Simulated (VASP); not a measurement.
A run of VASP 6.6.1 is set up as follows.

File POSCAR:

```
Ni3Ge
1.0
    3.5675955753      0.0000000000      0.0000000000
    0.0000000000      3.5675955753      0.0000000000
    0.0000000000      0.0000000000      3.5675955753
Ni Ge
3 1
Direct
    0.5000000000      0.0000000000      0.5000000000
    0.0000000000      0.5000000000      0.5000000000
    0.5000000000      0.5000000000      0.0000000000
    0.0000000000      0.0000000000      0.0000000000
```

Contents of INCAR.step1:

```
PREC = Accurate
ENCUT = 520
ISMEAR = 0
SIGMA = 0.1
LREAL = False
LASPH = True
NELM = 100
NBANDS = 30
GGA = PE
ALGO = Normal
EDIFF = 1E-4
LWAVE = True
LCHARG = False
```

The input INCAR.step2:

```
PREC = Accurate
ENCUT = 520
EDIFF = 1E-6
ISMEAR = 0
SIGMA = 0.1
LREAL = False
LASPH = True
NELM = 100
ALGO = Normal
ISIF = 2
LWAVE = False
LCHARG = False
METAGGA = R2SCAN
LMIXTAU = True
NBANDS = 30
ISTART = 1
```

Contents of KPOINTS:

```
Automatic mesh
0
Gamma
  12 12 12
```

Potentials or basis: VASP PAW PBE potentials, release 64 (Ni, Ge_d).

The run is started by

```console
$ cat potpaw_PBE.64/Ni/POTCAR potpaw_PBE.64/Ge_d/POTCAR > POTCAR
$ cp INCAR.step1 INCAR
$ mpirun -np 1 vasp_std > vasp.out
$ cp INCAR.step2 INCAR
$ mpirun -np 1 vasp_std > vasp.out
```

(1) Estimate the band gap on the k mesh.

(2) What does it give for the pressure?

## Answers

(1) zero (bands 22 and 23 overlap by 0.25 eV).

(2) -5.8 GPa.

Caveat: the cell stands under tension; the PAW data sets were made with another functional, which shifts forces and pressure a little.
